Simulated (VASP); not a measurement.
# MnS (F-43m) in VASP: a series of runs

MnS is run at these levels: PBE, LDA; tasks: single point.

Program: VASP 6.6.1. These are calculated values, not measurements. Logs are shortened: lines on timing, memory, paths and dates and some standing lists are left out, and cuts for length are marked.

**1. The cell of the first run**

It takes space group F-43m (No. 216, cubic). Conventional cell: a = 4.947 Å, b = 4.947 Å, c = 4.947 Å, α = 90.00°, β = 90.00°, γ = 90.00°. Mn (site symmetry -43m) has 4 S at 2.14 Å within 2.8 Å. Within 2.8 Å of S (site symmetry -43m) lie 4 Mn at 2.14 Å.

**2. Single point, PBE, collinear spin, ferromagnetic start**

Contents of INCAR:

```
SYSTEM = MnS
PREC     = Accurate       ! precision mode
ENCUT    = 520            ! plane-wave cutoff, eV
EDIFF    = 1E-6           ! SCF threshold, eV
ISMEAR   = 0              ! smearing method
SIGMA    = 0.026000000000000002 ! smearing width, eV
LREAL    = .FALSE.        ! projectors in reciprocal space
LASPH    = .TRUE.         ! aspherical terms in the spheres
NELM     = 150            ! most SCF steps
ALGO     = Normal         ! electronic algorithm
ISIF     = 2              ! what is computed and relaxed
LWAVE    = .FALSE.        ! write WAVECAR
LCHARG   = .TRUE.         ! write CHGCAR
ISPIN    = 2              ! spin polarisation
MAGMOM   = 4 0            ! initial moments
LORBIT   = 11             ! projections on sites
LMAXMIX  = 4              ! l up to which the mixer works
GGA      = PE             ! functional
LELF     = .TRUE.         ! ELF
LVHAR    = .TRUE.       
NBANDS   = 20             ! bands
```

Contents of KPOINTS:

```
Automatic mesh
0
G
  9 9 9
  0 0 0
```

Contents of POSCAR:

```
MnS
1.0
    0.0000000000      2.4734634191      2.4734634191
    2.4734634191      0.0000000000      2.4734634191
    2.4734634191      2.4734634191      0.0000000000
Mn S
1 1
Direct
    0.0000000000      0.0000000000      0.0000000000
    0.7500000000      0.7500000000      0.7500000000
```

Potentials or basis: VASP PAW PBE potentials, release 64 (Mn_pv, S).

Launch:

```sh
$ cat potpaw_PBE.64/Mn_pv/POTCAR potpaw_PBE.64/S/POTCAR > POTCAR
$ mpirun -np 1 vasp_std > vasp.out
```

OUTCAR:

```text
SYSTEM = MnS
   PREC = Accurate
   ENCUT = 520
   EDIFF = 1E-6
   ISMEAR = 0
   LREAL = .FALSE.
   LASPH = .TRUE.
   NELM = 150
   ISIF = 2
   ISPIN = 2
   LORBIT = 11
   GGA = PE

 ion  position               nearest neighbor table
   1  0.000  0.000  0.000-   2 2.14   2 2.14   2 2.14   2 2.14
   2  0.750  0.750  0.750-   1 2.14   1 2.14   1 2.14   1 2.14

  LATTYP: Found a face centered cubic cell.
 ALAT       =     4.9469268382

  Lattice vectors:

 A1 = (   0.0000000000,   2.4734634191,   2.4734634191)
 A2 = (   2.4734634191,   0.0000000000,   2.4734634191)
 A3 = (   2.4734634191,   2.4734634191,   0.0000000000)

Analysis of symmetry for initial positions (statically):
=====================================================================
 Subroutine PRICEL returns:
 Original cell was already a primitive cell.

 Routine SETGRP: Setting up the symmetry group for a
 face centered cubic supercell.

 Subroutine GETGRP returns: Found 24 space group operations
 (whereof 24 operations were pure point group operations)
 out of a pool of 48 trial point group operations.

The static configuration has the point symmetry T_d .

Analysis of symmetry for dynamics (positions and initial velocities):
=====================================================================
 Subroutine PRICEL returns:
 Original cell was already a primitive cell.

 Routine SETGRP: Setting up the symmetry group for a
 face centered cubic supercell.

 Subroutine GETGRP returns: Found 24 space group operations
 (whereof 24 operations were pure point group operations)
 out of a pool of 48 trial point group operations.

The dynamic configuration has the point symmetry T_d .

Analysis of structural, dynamic, and magnetic symmetry:
=====================================================================
 Subroutine PRICEL returns:
 Original cell was already a primitive cell.

 Routine SETGRP: Setting up the symmetry group for a
 face centered cubic supercell.

 Subroutine GETGRP returns: Found 24 space group operations
 (whereof 24 operations were pure point group operations)
 out of a pool of 48 trial point group operations.

The overall configuration has the point symmetry T_d .

 Subroutine INISYM returns: Found 24 space group operations
 (whereof 24 operations are pure point group operations),
 and found     1 'primitive' translations

----------------------------------------------------------------------------------------

                                     Primitive cell

[... 108 lines left out ...]
   IMIX   =      4    mixing-type and parameters
     AMIX     =   0.40;   BMIX     =  1.00
     AMIX_MAG =   1.60;   BMIX_MAG =  1.00
  volume/ion in A,a.u.               =      15.13       102.12
  Fermi-wavevector in a.u.,A,eV,Ry     =   1.401771  2.648964 26.734947  1.964963
  Thomas-Fermi vector in A             =   2.524600
   LORBIT       =     11    0 simple, 1 ext, 2 COOP (PROOUT), +10 PAW based schemes
   GGA     = PE    functional components
   LHFCALC =     F    Hartree Fock is set to
   AEXX    =    0.0000 exact exchange contribution
   IVDW    =     0    specifies the selected vdW correction
   LEPSILON=     F    determine dielectric tensor
   LRPA    =     F    only Hartree local field effects (RPA)
 spin polarized calculation
 Gauss-broadening in eV      SIGMA  =   0.03
  energy-cutoff  :      520.00
  volume of cell :       30.27
 maximum number of plane-waves:       869
 NGX is ok and might be reduce to    28
   NGX = 13   NGY = 13   NGZ = 13

 number of electron      18.9999987 magnetization       0.0786270

 number of electron      18.9999987 magnetization      -0.2275129

 Free energy of the ion-electron system (eV)
  ---------------------------------------------------
  ext. energy  EPLUGINS =         0.00000000
  ---------------------------------------------------
  free energy    TOTEN  =       -13.66761507 eV

  energy without entropy =      -13.66684233  energy(sigma->0) =      -13.66722870

 E-fermi :   7.4344     XC(G=0): -11.2403

 val. band max:        7.4336807183   @ k =  -0.4444   0.3333   0.1111
 cond. band min:       7.4453677438   @ k =  -0.3333   0.3333   0.0000
 fundamental gap:      0.0116870254
 Fermi energy:         7.4343860290

 spin component 1

 k-point     1 :       0.0000    0.0000    0.0000
  band No.  band energies     occupation
      1     -40.1624      1.00000
      2     -40.1624      1.00000
      3     -40.1624      1.00000
      4      -7.8659      1.00000
      5       2.7562      1.00000
      6       2.7562      1.00000
[... 541 lines left out ...]
     19      24.6206      0.00000
     20      24.6206      0.00000

 [... further k-points ...]

 spin component 2

 k-point     1 :       0.0000    0.0000    0.0000
  band No.  band energies     occupation
      1     -40.3760      1.00000
      2     -40.3760      1.00000
      3     -40.3760      1.00000
      4      -7.8746      1.00000
      5       2.7130      1.00000
      6       2.7130      1.00000
[... 541 lines left out ...]
     19      24.5942      0.00000
     20      24.5942      0.00000

 [... further k-points ...]
[... 5 lines left out ...]
  --------------------------------------------------------------------------------------
  -------------------------------------------------------------------------------------
  Total        0.5745120      0.5745120      0.5745120     -0.0000000     -0.0000000      0.0000000
  in kB       30.4132785     30.4132785     30.4132785     -0.0000000     -0.0000000      0.0000000
  external PRESSURE =      30.4132785 kB  Pullay stress =       0.0000000 kB

 VOLUME and BASIS-vectors are now :
 -----------------------------------------------------------------------------
  energy-cutoff  :      520.00
  volume of cell :       30.27
      direct lattice vectors                 reciprocal lattice vectors
     0.000000000  2.473463419  2.473463419    -0.202145702  0.202145702  0.202145702
     2.473463419  0.000000000  2.473463419     0.202145702 -0.202145702  0.202145702
     2.473463419  2.473463419  0.000000000     0.202145702  0.202145702 -0.202145702

 POSITION                                       TOTAL-FORCE (eV/Angst)
 -----------------------------------------------------------------------------------
      0.00000      0.00000      0.00000        -0.000000     -0.000000     -0.000000
      3.71020      3.71020      3.71020         0.000000      0.000000      0.000000
 -----------------------------------------------------------------------------------
    total drift:                               -0.000001     -0.000001     -0.000001

  FREE ENERGIE OF THE ION-ELECTRON SYSTEM (eV)
  ---------------------------------------------------
  free  energy   TOTEN  =       -13.6676150734 eV

  energy  without entropy=      -13.6668423276  energy(sigma->0) =      -13.66722870

 total charge

# of ion       s       p       d       tot
------------------------------------------
    1        0.353   6.313   5.366  12.031
    2        1.322   2.426   0.000   3.748
--------------------------------------------------
tot          1.674   8.739   5.366  15.779

 magnetization (x)

# of ion       s       p       d       tot
------------------------------------------
    1       -0.008  -0.004  -0.207  -0.219
    2        0.001   0.003   0.000   0.004
--------------------------------------------------
tot         -0.007  -0.001  -0.207  -0.215
```

OSZICAR:

```text
N       E                     dE             d eps       ncg     rms          rms(c)
DAV:   1     0.161190538050E+03    0.16119E+03   -0.10275E+04  2800   0.102E+03
DAV:   2    -0.644706830722E+01   -0.16764E+03   -0.15884E+03  2904   0.297E+02
DAV:   3    -0.144335821476E+02   -0.79865E+01   -0.78804E+01  3256   0.704E+01
[... 12 lines left out ...]
DAV:  75    -0.136675926956E+02   -0.91214E-05   -0.58862E-06  2348   0.132E-02    0.924E-02
DAV:  76    -0.136675961434E+02   -0.34478E-05   -0.47261E-05  3012   0.328E-02    0.726E-02
DAV:  77    -0.136675956837E+02    0.45969E-06   -0.16627E-05  2820   0.212E-02    0.633E-02
DAV:  78    -0.136675911077E+02    0.45760E-05   -0.43957E-06  1772   0.118E-02    0.608E-02
DAV:  79    -0.136676148016E+02   -0.23694E-04   -0.16097E-05  3096   0.360E-02    0.192E-02
DAV:  80    -0.136676150734E+02   -0.27182E-06   -0.20588E-06  2212   0.964E-03
   1 F= -.13667615E+02 E0= -.13667229E+02  d E =-.772746E-03  mag=    -0.2209
```

Wall time 4.3 min (1 thread of AMD EPYC 7R43 (Zen 3), shared host); peak memory 0.15 GiB.

Results:

```yaml
Free_energy: -13.6676 eV
Pressure: 3.0 GPa
Net_moment: -0.23 μB per cell
Site_moments: Mn -0.22; S +0.00 μB
Valence_electrons_inside_the_program's_atomic_spheres: Mn 12.03; S 3.75
```

Levels at points of the mesh, in eV from the Fermi level:
Spin up:
| k point | band 6 | band 7 | band 8 | band 9 | band 10 | band 11 | band 12 | band 13 |
| --- | --- | --- | --- | --- | --- | --- | --- | --- |
| (0.00, 0.00, 0.00) | -4.68 | -4.68 | -0.62 | -0.62 | 3.73 | 3.73 | 3.73 | 3.81 |
Spin down:
```tsv
k point	band 6	band 7	band 8	band 9	band 10	band 11	band 12	band 13	band 14	band 15
(0.00, 0.00, 0.00)	-4.72	-4.72	-0.91	-0.91	3.66	3.66	3.66	3.78	7.90	7.90
```

Caveat: the moment fell far below its start of 4 μB, so a state of higher moment may lie lower in energy; semilocal functionals often make such compounds metallic where correlation or magnetic order opens a gap, which also shifts bond lengths. With open d or f shells a metallic result of PBE can be an artefact of self-interaction; +U or a hybrid may open a gap.

(Part 1 of 2 ends here.)
